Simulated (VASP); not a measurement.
# WS2 (R3m) in VASP: further runs

Runs on WS2. Level: PBEsol. Tasks: single point.

Everything below comes from runs of VASP 6.6.1. Logs are shortened: lines on timing, memory, paths and dates and some standing lists are left out, and cuts for length are marked.

**1. The cell of the first run**

It takes space group R3m (No. 160, trigonal). Conventional cell: a = 3.095 Å, b = 3.095 Å, c = 18.490 Å, α = 90.00°, β = 90.00°, γ = 120.00°. Within 3.1 Å of W (site symmetry 3m) lie 6 S at 2.36 to 2.39 Å and 6 W at 3.09 Å. S (site symmetry 3m) has 3 W at 2.36 Å and 7 S at 3.09 to 3.13 Å within 3.2 Å. S (site symmetry 3m) has 3 W at 2.39 Å and 7 S at 3.09 to 3.13 Å within 3.2 Å.

**2. Single point, PBEsol (equal xx and yy strain of -2 %)**

INCAR reads:

```
SYSTEM = WS2
PREC = Accurate
ENCUT = 520
EDIFF = 1E-7
ISMEAR = -1
SIGMA = 0.03
LREAL = .FALSE.
LASPH = .TRUE.
NELM = 100
ALGO = Normal
ISIF = 2
LWAVE = .FALSE.
LCHARG = .TRUE.
GGA = PS
LELF = .TRUE.
LVHAR = .TRUE.
NBANDS = 20
```

KPOINTS reads:

```
regular mesh
0
G
  15 15 15
  0 0 0
```

POSCAR reads:

```
WS2
1.0
    1.5474203766      0.8934035710      6.1633300000
   -1.5474203766      0.8934035710      6.1633300000
    0.0000000000     -1.7868071419      6.1633300000
W S
1 2
Direct
    0.0000000000      0.0000000000      0.0000000000
    0.7503000000      0.7503000000      0.7503000000
    0.5810000000      0.5810000000      0.5810000000
```

Potentials or basis: VASP PAW PBE potentials, release 64 (W_sv, S).

On the command line:

```console
$ cat potpaw_PBE.64/W_sv/POTCAR potpaw_PBE.64/S/POTCAR > POTCAR
$ mpirun -np 1 vasp_std > vasp.out
```

OUTCAR:

```text
SYSTEM = WS2
   PREC = Accurate
   ENCUT = 520
   EDIFF = 1E-7
   ISMEAR = -1
   LREAL = .FALSE.
   LASPH = .TRUE.
   NELM = 100
   ISIF = 2
   GGA = PS

 ion  position               nearest neighbor table
   1  0.000  0.000  0.000-   2 2.36   2 2.36   2 2.36   3 2.39   3 2.39   3 2.39
   2  0.750  0.750  0.750-   1 2.36   1 2.36   1 2.36
   3  0.581  0.581  0.581-   1 2.39   1 2.39   1 2.39

  LATTYP: Found a trigonal (rhomboedric) cell.
 ALAT       =     6.4171112232
 COS(alpha) =     0.8837032749

  Lattice vectors:

 A1 = (   1.5474203766,   0.8934035710,   6.1633300000)
 A2 = (  -1.5474203766,   0.8934035710,   6.1633300000)
 A3 = (   0.0000000000,  -1.7868071419,   6.1633300000)

Analysis of symmetry for initial positions (statically):
=====================================================================
 Subroutine PRICEL returns:
 Original cell was already a primitive cell.

 Routine SETGRP: Setting up the symmetry group for a
 trigonal (rhombohedral) supercell.

 Subroutine GETGRP returns: Found  6 space group operations
 (whereof  6 operations were pure point group operations)
 out of a pool of 12 trial point group operations.

The static configuration has the point symmetry C_3v.

Analysis of symmetry for dynamics (positions and initial velocities):
=====================================================================
 Subroutine PRICEL returns:
 Original cell was already a primitive cell.

 Routine SETGRP: Setting up the symmetry group for a
 trigonal (rhombohedral) supercell.

 Subroutine GETGRP returns: Found  6 space group operations
 (whereof  6 operations were pure point group operations)
 out of a pool of 12 trial point group operations.

The dynamic configuration has the point symmetry C_3v.

 Subroutine INISYM returns: Found  6 space group operations
 (whereof  6 operations are pure point group operations),
 and found     1 'primitive' translations

----------------------------------------------------------------------------------------

                                     Primitive cell

  volume of cell :      51.1237

  direct lattice vectors                    reciprocal lattice vectors
     1.547420377  0.893403571  6.163330000     0.323118402  0.186552497  0.054083318
    -1.547420377  0.893403571  6.163330000    -0.323118402  0.186552497  0.054083318
     0.000000000 -1.786807142  6.163330000     0.000000000 -0.373104993  0.054083318

  length of vectors
     6.417111223  6.417111223  6.417111223     0.377004431  0.377004431  0.377004431

  position of ions in fractional coordinates (direct lattice)
     0.000000000  0.000000000  0.000000000
     0.750300000  0.750300000  0.750300000
     0.581000000  0.581000000  0.581000000

  ion indices of the primitive-cell ions
   primitive index   ion index
                 1           1
                 2           2
                 3           3

----------------------------------------------------------------------------------------

 KPOINTS: regular mesh

Automatic generation of k-mesh.
 Grid dimensions read from file:
 generate k-points for:   15   15   15

 Generating k-lattice:

  Cartesian coordinates                     Fractional coordinates (reciprocal lattice)
     0.021541227  0.012436833  0.003605555     0.066666667 -0.000000000 -0.000000000
    -0.021541227  0.012436833  0.003605555    -0.000000000  0.066666667 -0.000000000
     0.000000000 -0.024873666  0.003605555    -0.000000000 -0.000000000  0.066666667

  Length of vectors
     0.025133629  0.025133629  0.025133629

  Shift w.r.t. Gamma in fractional coordinates (k-lattice)
     0.000000000  0.000000000  0.000000000

 Subroutine IBZKPT returns following result:
 ===========================================

 Found    344 irreducible k-points:

 Following reciprocal coordinates:
            Coordinates               Weight
  0.000000  0.000000  0.000000      1.000000
  0.066667 -0.000000  0.000000      6.000000
  0.133333 -0.000000  0.000000      6.000000
  0.200000 -0.000000  0.000000      6.000000
  0.266667 -0.000000  0.000000      6.000000
  0.333333  0.000000  0.000000      6.000000
[... 16 lines left out ...]
  0.133333  0.133333  0.000000      6.000000
  0.200000  0.133333 -0.000000     12.000000
 [... further k-points ...]
   k-points           NKPTS =    344   k-points in BZ     NKDIM =    344   number of bands    NBANDS=     20
   number of dos      NEDOS =    301   number of ions     NIONS =      3
   total plane-waves  NPLWV = 110592
   dimension x,y,z NGX =    48 NGY =   48 NGZ =   48
   dimension x,y,z NGXF=    96 NGYF=   96 NGZF=   96
   ions per type =               1   2
   NGX,Y,Z   is equivalent  to a cutoff of  12.44, 12.44, 12.44 a.u.
   NGXF,Y,Z  is equivalent  to a cutoff of  24.87, 24.87, 24.87 a.u.
 SYSTEM =  WS2
   PREC   = accura    normal or accurate (medium, high low for compatibility)
   ISTART =      0    job   : 0-new  1-cont  2-samecut
   ICHARG =      2    charge: 1-file 2-atom 10-const
   ISPIN  =      1    spin polarized calculation?
   LNONCOLLINEAR =      F non collinear calculations
   LSORBIT =      F    spin-orbit coupling
   LASPH  =      T    aspherical Exc in radial PAW
   ENCUT  =  520.0 eV  38.22 Ry    6.18 a.u.  11.93 11.93 11.93*2*pi/ulx,y,z
   NELM   =    100;   NELMIN=  2; NELMDL= -5     # of ELM steps
   EDIFF  = 0.1E-06   stopping-criterion for ELM
   LREAL  =      F    real-space projection
   EDIFFG = 0.1E-05   stopping-criterion for IOM
   NSW    =      0    number of steps for IOM
   IBRION =     -1    ionic relax: 0-MD 1-quasi-New 2-CG
   NFREE  =      0    steps in history (QN), initial steepest desc. (CG)
   ISIF   =      2    stress and relaxation
   ISYM   =      2    0-nonsym 1-usesym 2-fastsym
   POTIM  = 0.5000    time-step for ionic-motion
   TEBEG  =    0.0;   TEEND  =   0.0 temperature during run
   PSTRESS=    0.0 pullay stress
   NELECT =      26.0000    total number of electrons
   NUPDOWN=      -1.0000    fix difference up-down
   EMIN   =  10.00;   EMAX   =-10.00  energy-range for DOS
   EFERMI =   0.00;   METHOD = LEGACY
   ISMEAR =    -1;   SIGMA  =   0.03  broadening in eV -4-tet -1-fermi 0-gaus
   EFERMI_NEDOS =   21; number of points for ismear=-14 and -15
   IALGO  =     38    algorithm
   IMIX   =      4    mixing-type and parameters
     AMIX     =   0.40;   BMIX     =  1.00
     AMIX_MAG =   1.60;   BMIX_MAG =  1.00
  volume/ion in A,a.u.               =      17.04       115.00
  Fermi-wavevector in a.u.,A,eV,Ry     =   1.306748  2.469395 23.233164  1.707589
  Thomas-Fermi vector in A             =   2.437529
   LORBIT       =      0    0 simple, 1 ext, 2 COOP (PROOUT), +10 PAW based schemes
   GGA     = PS    functional components
   LHFCALC =     F    Hartree Fock is set to
   AEXX    =    0.0000 exact exchange contribution
   IVDW    =     0    specifies the selected vdW correction
   LEPSILON=     F    determine dielectric tensor
   LRPA    =     F    only Hartree local field effects (RPA)
 non-spin polarized calculation
  energy-cutoff  :      520.00
  volume of cell :       51.12
 maximum number of plane-waves:      1396
   NGX = 23   NGY = 23   NGZ = 23

 number of electron      26.0000001 magnetization

 Free energy of the ion-electron system (eV)
  ---------------------------------------------------
  ext. energy  EPLUGINS =         0.00000000
  ---------------------------------------------------
  free energy    TOTEN  =       -25.22126991 eV

  energy without entropy =      -25.22126991  energy(sigma->0) =      -25.22126991

 E-fermi :   8.2856     XC(G=0): -11.3112

 val. band max:        7.7951520763   @ k =   0.4667   0.4667   0.4667
 cond. band min:       8.8620689387   @ k =  -0.2000   0.2000   0.0000
 fundamental gap:      1.0669168624
 Fermi energy:         8.2856311538

 k-point     1 :       0.0000    0.0000    0.0000
  band No.  band energies     occupation
      1     -66.5953      2.00000
      2     -30.9308      2.00000
      3     -30.6729      2.00000
      4     -30.6729      2.00000
      5      -8.0496      2.00000
      6      -5.9619      2.00000
[... 12 lines left out ...]
     19      15.9405      0.00000
     20      16.3338      0.00000

 k-point     2 :       0.0667   -0.0000    0.0000
  band No.  band energies     occupation
      1     -66.5941      2.00000
      2     -30.9271      2.00000
      3     -30.6932      2.00000
      4     -30.6776      2.00000
      5      -7.9655      2.00000
      6      -5.9372      2.00000
[... 12 lines left out ...]
     19      16.2467      0.00000
     20      16.4089      0.00000

 k-point     3 :       0.1333   -0.0000    0.0000
  band No.  band energies     occupation
      1     -66.5910      2.00000
      2     -30.9166      2.00000
      3     -30.7502      2.00000
      4     -30.6907      2.00000
      5      -7.7205      2.00000
      6      -5.8652      2.00000
[... 12 lines left out ...]
     19      16.3504      0.00000
     20      16.9868      0.00000

 k-point     4 :       0.2000   -0.0000    0.0000
  band No.  band energies     occupation
      1     -66.5864      2.00000
      2     -30.9011      2.00000
      3     -30.8333      2.00000
      4     -30.7099      2.00000
      5      -7.3373      2.00000
      6      -5.7525      2.00000
[... 12 lines left out ...]
     19      16.4846      0.00000
     20      16.9827      0.00000

 k-point     5 :       0.2667   -0.0000    0.0000
  band No.  band energies     occupation
      1     -66.5812      2.00000
      2     -30.9273      2.00000
      3     -30.8831      2.00000
      4     -30.7320      2.00000
      5      -6.8547      2.00000
      6      -5.6119      2.00000
[... 12 lines left out ...]
     19      16.0123      0.00000
     20      16.7043      0.00000
[... 353 lines left out ...]
      6      -5.7861      2.00000
[... 12 lines left out ...]
     19      16.4388      0.00000
     20      17.1065      0.00000

 k-point    22 :      -0.0667    0.0667    0.0000
  band No.  band energies     occupation
      1     -66.5920      2.00000
      2     -30.9200      2.00000
      3     -30.7312      2.00000
      4     -30.6871      2.00000
      5      -7.8036      2.00000
      6      -5.8831      2.00000
[... 12 lines left out ...]
     19      16.3756      0.00000
     20      16.8340      0.00000

 k-point    23 :       0.1333    0.1333    0.0000
  band No.  band energies     occupation
      1     -66.5910      2.00000
      2     -30.9166      2.00000
      3     -30.7502      2.00000
      4     -30.6907      2.00000
      5      -7.7096      2.00000
      6      -5.8876      2.00000
[... 12 lines left out ...]
     19      16.3762      0.00000
     20      16.9766      0.00000

 k-point    24 :       0.2000    0.1333   -0.0000
  band No.  band energies     occupation
      1     -66.5882      2.00000
      2     -30.9070      2.00000
      3     -30.7994      2.00000
      4     -30.7051      2.00000
      5      -7.4705      2.00000
      6      -5.8268      2.00000
[... 12 lines left out ...]
     19      16.4550      0.00000
     20      16.9529      0.00000

 [... further k-points ...]

------------------------ aborting loop because EDIFF is reached ----------------------------------------

  FORCE on cell =-STRESS in cart. coord.  units (eV):
  Direction    XX          YY          ZZ          XY          YZ          ZX
  --------------------------------------------------------------------------------------
  -------------------------------------------------------------------------------------
  Total        2.3610903      2.3610903      1.6751109      0.0000000      0.0000000      0.0000000
  in kB       73.9946811     73.9946811     52.4966373      0.0000000      0.0000000      0.0000000
  external PRESSURE =      66.8286665 kB  Pullay stress =       0.0000000 kB

 VOLUME and BASIS-vectors are now :
 -----------------------------------------------------------------------------
  energy-cutoff  :      520.00
  volume of cell :       51.12
      direct lattice vectors                 reciprocal lattice vectors
     1.547420377  0.893403571  6.163330000     0.323118402  0.186552497  0.054083318
    -1.547420377  0.893403571  6.163330000    -0.323118402  0.186552497  0.054083318
     0.000000000 -1.786807142  6.163330000     0.000000000 -0.373104993  0.054083318

 POSITION                                       TOTAL-FORCE (eV/Angst)
 -----------------------------------------------------------------------------------
      0.00000      0.00000      0.00000         0.000000     -0.000000     -0.660829
      0.00000      0.00000     13.87304         0.000000      0.000000      0.770160
      0.00000      0.00000     10.74268         0.000000     -0.000000     -0.109330
 -----------------------------------------------------------------------------------
    total drift:                                0.000000      0.000000      0.000009

  FREE ENERGIE OF THE ION-ELECTRON SYSTEM (eV)
  ---------------------------------------------------
  free  energy   TOTEN  =       -25.2212699093 eV

  energy  without entropy=      -25.2212699092  energy(sigma->0) =      -25.22126991
```

Run time: 34 min. Hardware: 1 thread of Oxide Virtual Turin-like, shared host; peak memory 0.51 GiB.

Results:

```
Free energy            : -25.2213 eV
Pressure               : 6.7 GPa
Largest force          : 0.770 eV/Å
Band gap on the k mesh : 1.07 eV (least direct gap 2.14 eV)
```

Forces on the atoms (eV/Å):
```
W    0.000  0.000 -0.661
S    0.000  0.000  0.770
S    0.000  0.000 -0.109
```

Levels at points of the mesh, in eV from the valence-band top:
| k point | band 10 | band 11 | band 12 | band 13 | band 14 | band 15 | band 16 | band 17 |
| --- | --- | --- | --- | --- | --- | --- | --- | --- |
| (0.00, 0.00, 0.00) | -2.11 | -2.11 | -1.65 | -1.36 | 2.46 | 2.46 | 2.82 | 2.82 |

Caveat: the cell differs from its parent crystal (equal xx and yy strain of -2 %); the cell stands under pressure; the PAW data sets were made with another functional, which shifts forces and pressure a little; spin-orbit coupling is left out, which moves the levels of the heavy elements; an odd mesh through Γ misses points on the zone boundary, where band edges can lie.

[end of part 1 of 2]
